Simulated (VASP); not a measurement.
Runs of VASP 6.6.1 on Zn. The structure is that of space group Im-3m (No. 229), or close to it. The cells are those of the table. 

```tsv
task	cell	cutoff (eV)	gap on the mesh (eV)	pressure (GPa)
relaxation of cell and atoms	relaxed to 20 GPa from a = 2.718 Å, angles 109.5°, 1 atom	600	none	19.8
single point	a = 2.418 Å, angles 109.5°, 1 atom	520	none	41.7
relaxation of cell and atoms	relaxed from a = 2.718 Å, angles 109.5°, 1 atom	600	none	0.2
single point	a = 2.605 Å, angles 109.5°, 1 atom	520	none	0.7
relaxation of cell and atoms	relaxed to 40 GPa from a = 2.718 Å, angles 109.5°, 1 atom	600	none	40.0
single point	a = 2.488 Å, angles 109.5°, 1 atom	520	none	(a)
```

Alike in all rows: level LDA; potentials or basis VASP PAW LDA potentials, release 64 (Zn); no spin polarisation; k mesh 11 × 11 × 11; smearing methfessel-paxton 0.1 eV.

Estimate the missing entries.

(a) 21.2.

Caveats: the cell is relaxed towards a set pressure, so the enthalpy falls and the energy may rise (some runs).

A gap of «none» marks levels without a gap at the run's occupations.
